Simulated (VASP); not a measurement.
AlCo3, 4 atoms in the cell. The structure is cubic, space group Pm-3m (No. 221). Conventional cell: a = 3.778 Å, b = 3.778 Å, c = 3.778 Å, α = 90.00°, β = 90.00°, γ = 90.00°. Al (site symmetry m-3m) has 12 Co at 2.67 Å within 3.5 Å. Within 3.5 Å of Co (site symmetry 4/mmm) lie 4 Al at 2.67 Å and 8 Co at 2.67 Å. 

* Program: VASP 6.6.1
* Task: single point
* Functional: r2SCAN
* Potentials or basis: VASP PAW PBE potentials, release 64 (Al, Co)
* Cutoff: 520 eV
* k mesh: 12 × 12 × 12
* Occupations: gaussian, width 0.1 eV
* Spin: collinear spin, ferromagnetic start
* Starting moments: [0.0, 3.0, 3.0, 3.0] μB
* Dipole correction: no
* Further INCAR settings: ALGO = Normal; EDIFF = 1e-06; NBANDS = 27

Potentials or basis: VASP PAW PBE potentials, release 64 (Al, Co).

Launch:

```sh
$ cat potpaw_PBE.64/Al/POTCAR potpaw_PBE.64/Co/POTCAR > POTCAR
$ cp INCAR.step1 INCAR
$ mpirun -np 1 vasp_std > vasp.out
$ cp INCAR.step2 INCAR
$ mpirun -np 1 vasp_std > vasp.out
```

Hardware: 1 thread of AMD EPYC 7R43 64-Core Processor (Zen 3), on a shared host.

Estimate the wall time of this run.

It took 13 min on 1 thread of AMD EPYC 7R43 64-Core Processor (Zen 3), on a shared host, peak memory 0.27 GiB. Counts: k points 84.
